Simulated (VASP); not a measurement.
# Cu (P6_3/mmc) in VASP: notebook, part 2 of 2

VASP 6.6.1. The steps go on from the part before.

**4. Single point, PBEsol**

This run uses another cell than the first one, of 12.14 Å³/atom, 1.039 times its volume.

Contents of INCAR:

```
ALGO = Fast
EDIFF = 1E-7
ENCUT = 520
GGA = PS
ISIF = 2
ISMEAR = -1
LASPH = True
LCHARG = False
LREAL = False
LWAVE = False
NBANDS = 30
NELM = 60
PREC = Accurate
SIGMA = 0.05
```

Contents of KPOINTS:

```
k-points
0
Gamma
  12 12 4
```

Contents of POSCAR:

```
Cu
1.0
    2.5803994521      0.0000000000      0.0000000000
   -1.2901997261      2.2346914775      0.0000000000
    0.0000000000      0.0000000000      8.4238525920
Cu
4
Direct
    0.6666666667      0.3333333333      0.7500000000
    0.0000000000      0.0000000000      0.5000000000
    0.3333333333      0.6666666667      0.2500000000
    0.0000000000      0.0000000000      0.0000000000
```

Potentials or basis: VASP PAW PBE potentials, release 64 (Cu).

The run is started by

```console
$ cat potpaw_PBE.64/Cu/POTCAR > POTCAR
$ mpirun -np 1 vasp_std > vasp.out
```

OUTCAR:

```text
EDIFF = 1E-7
   ENCUT = 520
   GGA = PS
   ISIF = 2
   ISMEAR = -1
   LASPH = True
   LREAL = False
   NELM = 60
   PREC = Accurate

 ion  position               nearest neighbor table
   1  0.667  0.333  0.750-   2 2.58   4 2.58   2 2.58   4 2.58   2 2.58   4 2.58
   2  0.000  0.000  0.500-   1 2.58   3 2.58   1 2.58   3 2.58   1 2.58   3 2.58
   3  0.333  0.667  0.250-   2 2.58   4 2.58   2 2.58   4 2.58   2 2.58   4 2.58
   4  0.000  0.000  0.000-   1 2.58   3 2.58   1 2.58   3 2.58   1 2.58   3 2.58

  LATTYP: Found a hexagonal cell.
 ALAT       =     2.5803994521
 C/A-ratio  =     3.2645537051

  Lattice vectors:

 A1 = (   2.5803994521,   0.0000000000,   0.0000000000)
 A2 = (  -1.2901997261,   2.2346914775,   0.0000000000)
 A3 = (   0.0000000000,   0.0000000000,   8.4238525920)

Analysis of symmetry for initial positions (statically):
=====================================================================
 Subroutine PRICEL returns:
 Original cell was already a primitive cell.

 Routine SETGRP: Setting up the symmetry group for a
 hexagonal supercell.

 Subroutine GETGRP returns: Found 24 space group operations
[... 166 lines left out ...]
  ext. energy  EPLUGINS =         0.00000000
  ---------------------------------------------------
  free energy    TOTEN  =       -17.11924814 eV

  energy without entropy =      -17.10624062  energy(sigma->0) =      -17.11274438

 E-fermi :   6.9616     XC(G=0): -12.7457

 val. band max:        6.9414541193   @ k =   0.4167   0.0833   0.5000
 cond. band min:       7.1049753042   @ k =   0.5000  -0.0000   0.5000
 fundamental gap:      0.1635211849
 Fermi energy:         6.9616035763

 k-point     1 :       0.0000    0.0000    0.0000
  band No.  band energies     occupation
      1      -2.1165      2.00000
      2      -0.0367      2.00000
      3      -0.0234      2.00000
      4       2.1247      2.00000
      5       3.8826      2.00000
      6       3.8855      2.00000
[... 781 lines left out ...]
     29      19.2901      0.00000
     30      20.0411      0.00000

 [... further k-points ...]
[... 5 lines left out ...]
  --------------------------------------------------------------------------------------
  -------------------------------------------------------------------------------------
  Total       -2.7259520     -2.7259520     -2.9038004      0.0000000     -0.0000000      0.0000000
  in kB      -89.9111436    -89.9111436    -95.7771840      0.0000000     -0.0000000      0.0000000
  external PRESSURE =     -91.8664904 kB  Pullay stress =       0.0000000 kB

 VOLUME and BASIS-vectors are now :
 -----------------------------------------------------------------------------
  energy-cutoff  :      520.00
  volume of cell :       48.58
      direct lattice vectors                 reciprocal lattice vectors
     2.580399452  0.000000000  0.000000000     0.387536898  0.223744533  0.000000000
    -1.290199726  2.234691478  0.000000000     0.000000000  0.447489065  0.000000000
     0.000000000  0.000000000  8.423852592     0.000000000  0.000000000  0.118710529

 POSITION                                       TOTAL-FORCE (eV/Angst)
 -----------------------------------------------------------------------------------
      1.29020      0.74490      6.31789        -0.000000     -0.000000      0.000000
      0.00000      0.00000      4.21193         0.000000      0.000000      0.000000
     -0.00000      1.48979      2.10596         0.000000      0.000000     -0.000000
      0.00000      0.00000      0.00000         0.000000      0.000000      0.000000
 -----------------------------------------------------------------------------------
    total drift:                                0.000000     -0.000000      0.000000

  FREE ENERGIE OF THE ION-ELECTRON SYSTEM (eV)
  ---------------------------------------------------
  free  energy   TOTEN  =       -17.1192481400 eV

  energy  without entropy=      -17.1062406166  energy(sigma->0) =      -17.11274438
```

OSZICAR:

```text
N       E                     dE             d eps       ncg     rms          rms(c)
DAV:   1     0.335889273844E+03    0.33589E+03   -0.19777E+04  3612   0.261E+03
DAV:   2     0.955285791336E+01   -0.32634E+03   -0.31446E+03  3420   0.394E+02
DAV:   3    -0.206180204542E+02   -0.30171E+02   -0.28501E+02  3762   0.167E+02
DAV:   4    -0.213983821113E+02   -0.78036E+00   -0.77862E+00  3962   0.359E+01
DAV:   5    -0.214082469948E+02   -0.98649E-02   -0.98642E-02  4438   0.392E+00    0.167E+01
RMM:   6    -0.188509807637E+02    0.25573E+01   -0.36821E+01  3766   0.904E+01    0.986E+00
RMM:   7    -0.171324052065E+02    0.17186E+01   -0.75413E+00  3696   0.437E+01    0.161E+00
RMM:   8    -0.171189195215E+02    0.13486E-01   -0.25514E-01  3915   0.367E+00    0.258E-01
RMM:   9    -0.171196174824E+02   -0.69796E-03   -0.35705E-02  4001   0.232E+00    0.194E-01
RMM:  10    -0.171191490549E+02    0.46843E-03   -0.71804E-03  4066   0.105E+00    0.433E-02
RMM:  11    -0.171192758367E+02   -0.12678E-03   -0.19455E-03  4072   0.568E-01    0.870E-02
RMM:  12    -0.171192274551E+02    0.48382E-04   -0.77651E-04  4482   0.207E-01    0.619E-03
RMM:  13    -0.171192454383E+02   -0.17983E-04   -0.17078E-04  4520   0.103E-01    0.545E-03
RMM:  14    -0.171192487015E+02   -0.32632E-05   -0.28808E-05  4131   0.480E-02    0.103E-02
RMM:  15    -0.171192476718E+02    0.10297E-05   -0.16129E-05  3966   0.506E-02    0.239E-03
RMM:  16    -0.171192480878E+02   -0.41596E-06   -0.47882E-06  3985   0.144E-02    0.314E-04
RMM:  17    -0.171192481400E+02   -0.52196E-07   -0.21377E-07  2421   0.451E-03
   1 F= -.17119248E+02 E0= -.17112744E+02  d E =-.130075E-01
```

stdout:

```text
POSCAR found type information on POSCAR Cu
 POSCAR found :  1 types and       4 ions
 scaLAPACK will be used
 -----------------------------------------------------------------------------
|                                                                             |
|                                                                             |
|     You enforced a specific xc type in the INCAR file but a different       |
|     I HOPE YOU KNOW WHAT YOU ARE DOING!                                     |
|                                                                             |
 -----------------------------------------------------------------------------

 LDA part: xc-table for (Slater+PW92), standard interpolation
 POSCAR, INCAR and KPOINTS ok, starting setup
 FFT: planning ... GRIDC
 FFT: planning ... GRID_SOFT
 FFT: planning ... GRID
 WAVECAR not read
 entering main loop
```

Wall time 43 s (1 thread of AMD EPYC 9R45 (Zen 5), shared host); peak memory 0.16 GiB.

What came out:

```yaml
Free_energy: -17.1192 eV
Pressure: -9.2 GPa
Band_gap_on_the_k_mesh: zero (band 22 reaches 10.35 eV, above the bottom of band 23 at 5.31 eV)
```

Stress tensor (GPa, compression positive):
```
-8.99  0.00  0.00
 0.00 -8.99  0.00
 0.00  0.00 -9.58
```

Caveat: the PAW data sets were made with another functional, which shifts forces and pressure a little.

**5. Single point, PBE**

This run uses another cell than the first one, of 10.77 Å³/atom, 0.922 times its volume.

Contents of INCAR:

```
SYSTEM = Cu
PREC = Accurate
ENCUT = 520
EDIFF = 1E-7
ISMEAR = -1
SIGMA = 0.05
LREAL = .FALSE.
LASPH = .TRUE.
NELM = 80
ALGO = Fast
ISIF = 2
LWAVE = .FALSE.
LCHARG = .FALSE.
GGA = PE
NBANDS = 30
```

Contents of KPOINTS:

```
regular mesh
0
G
  12 12 4
  0 0 0
```

Contents of POSCAR:

```
Cu
1.0
    2.4791012850      0.0000000000      0.0000000000
   -1.2395506425      2.1469646914      0.0000000000
    0.0000000000      0.0000000000      8.0931592851
Cu
4
Direct
    0.6666666667      0.3333333333      0.7500000000
    0.0000000000      0.0000000000      0.5000000000
    0.3333333333      0.6666666667      0.2500000000
    0.0000000000      0.0000000000      0.0000000000
```

The run is started by

```console
$ cat potpaw_PBE.64/Cu/POTCAR > POTCAR
$ mpirun -np 1 vasp_std > vasp.out
```

Run time: 41 s. Hardware: 1 thread of Intel Xeon 6975P-C (Granite Rapids), shared host; peak memory 0.17 GiB.

Results (log left out):

- Free energy: -14.6111 eV
- Pressure: 19.9 GPa
- Band gap on the k mesh: zero (band 22 reaches 12.32 eV, above the bottom of band 23 at 6.88 eV)

Stress tensor (GPa, compression positive):
```
20.05  0.00  0.00
 0.00 20.05  0.00
 0.00  0.00 19.47
```

Levels at points of the mesh, in eV from the Fermi level:
```
           k point  band 18  band 19  band 20  band 21  band 22  band 23  band 24  band 25  band 26  band 27
(0.00, 0.00, 0.00)    -2.21    -2.21    -2.03    -2.03    -1.70    -1.70    -1.21     4.32    13.33    13.33
(0.50, 0.00, 0.00)    -1.55    -1.54    -1.52    -0.73     0.35     1.12     1.72     5.15     5.16     9.05
(0.00, 0.00, 0.50)    -2.35    -2.35    -2.35    -1.83    -1.83    -1.83    -1.83     7.53     7.53    19.93
(0.50, 0.00, 0.50)    -1.64    -1.55    -1.55     0.07     0.07     1.49     1.49     5.62     5.62     7.58
```

**6. Summary**

| level | cell | gap on the mesh (eV) | pressure (GPa) |
| --- | --- | --- | --- |
| PBEsol | a = 2.548, b = 2.548, c = 8.317 Å, angles 90.0, 90.0, 120.0°, 4 atoms | none | -3.9 |
| PBEsol | a = 2.564, b = 2.564, c = 8.371 Å, angles 90.0, 90.0, 120.0°, 4 atoms | none | -6.8 |
| PBEsol | a = 2.580, b = 2.580, c = 8.424 Å, angles 90.0, 90.0, 120.0°, 4 atoms | none | -9.2 |
| PBE | a = 2.479, b = 2.479, c = 8.093 Å, angles 90.0, 90.0, 120.0°, 4 atoms | none | 19.9 |

Alike in all rows: task single point; potentials or basis VASP PAW PBE potentials, release 64 (Cu); no spin polarisation; k mesh 12 × 12 × 4; cutoff (eV) 520; smearing fermi-dirac 0.05 eV.

Caveats: the PAW data sets were made with another functional, which shifts forces and pressure a little (some runs).

Total energies depend on the potentials used, so only differences within one code and one set of settings carry meaning.
